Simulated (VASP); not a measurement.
Wanted: the native input for a VASP 6.6.1 run.

```
Task                   : single point
Functional             : PBE
Potentials or basis    : VASP PAW PBE potentials, release 64 (Be)
Cutoff                 : 520 eV
k mesh                 : 2 × 2 × 2
Occupations            : fermi-dirac, width 0.3 eV
Spin                   : no spin polarisation
Dipole correction      : no
Further INCAR settings : LREAL = Auto; ALGO = Normal; EDIFF = 1e-06; NBANDS = 60
```

The structure of Be lies in POSCAR:

```
Be
1.0
    7.0917640000      0.0000000000      0.0000000000
   -3.5458820000      6.1416480000      0.0000000000
    0.0000000000      0.0000000000      7.4085300000
Be
36
Direct
   -0.0303121528     -0.1074955777     -0.0302489158
    0.0263481620      0.2041960073      0.2849283191
    0.0248832291     -0.0437504722      0.4941331141
    0.1035370971      0.2181010699      0.7668322866
    0.0014157080      0.3157295892      0.0147937580
    0.0752959615      0.5132661462      0.2385628458
    0.0679213616      0.3875995498      0.5240850749
    0.0951659274      0.5226610187      0.7362594199
    0.0490084792      0.6343574233     -0.0310992869
    0.0777551223      0.8231015519      0.1900242018
   -0.0730558178      0.5869922861      0.4906371439
    0.1397982695      0.8477203513      0.7021770851
    0.4187409558      0.0529662397      0.0495509905
    0.4799866444      0.3144921363      0.2467021123
    0.3495841996      0.0305618297      0.4214736257
    0.3714982725      0.1573030561      0.7832457991
    0.3014434645      0.3007336142     -0.0038199211
    0.3378031338      0.4899824933      0.2374695115
    0.3428384325      0.3688586516      0.4953749259
    0.3795504924      0.5093746825      0.7216816291
    0.2949713219      0.6295378700     -0.0459065429
    0.3648304799      0.8207243398      0.2396696781
    0.2875168977      0.6839206675      0.5032712292
    0.5268770263      1.0067981753      0.6621691483
    0.6843184247      0.0548875481     -0.0677327351
    0.7206732004      0.1693356571      0.1947754818
    0.7583099012      0.0121140124      0.4848195256
    0.8271355568      0.2390237930      0.7324260008
    0.6485122623      0.3341611242     -0.0339338573
    0.7498419671      0.5814074659      0.1866092194
    0.7204565351      0.2873495843      0.4808916209
    0.7060123711      0.5087233915      0.7223700248
    0.5714266903      0.5996598958     -0.0355266159
    0.8098584750      0.8892075873      0.2145634829
    0.6526789395      0.6167562843      0.4451085438
    0.7871705543      0.8374299537      0.7247051709
```

These files were run (other wordings do the same):

INCAR

```
SYSTEM = Be
  ALGO = Normal
  EDIFF = 1E-6
  ENCUT = 520
  GGA = PE
  ISIF = 2
  ISMEAR = -1
  LASPH = .True.
  LCHARG = .False.
  LREAL = Auto
  LWAVE = .False.
  NBANDS = 60
  NELM = 60
  PREC = Accurate
  SIGMA = 0.3
```

KPOINTS

```
k-points
0
Gamma
  2 2 2
  0 0 0
```

Potentials or basis: VASP PAW PBE potentials, release 64 (Be).

The run is started by

```console
$ cat potpaw_PBE.64/Be/POTCAR > POTCAR
$ mpirun -np 1 vasp_std > vasp.out
```

Results of the run:

```yaml
Pressure: 1.7 GPa
Largest_force: 3.678 eV/Å
Band_gap_on_the_k_mesh: zero (bands 36 and 37 overlap by 0.20 eV)
```

Caveat: the k points lie up to 0.51 Å⁻¹ apart; so wide a smearing shifts energies and pressures; forces of over 1 eV/Å act on the atoms, so gaps and moduli don't describe the material at rest.

Wall time 11 min on 1 thread of Intel Xeon 8259CL, on a shared host, peak memory 0.43 GiB.
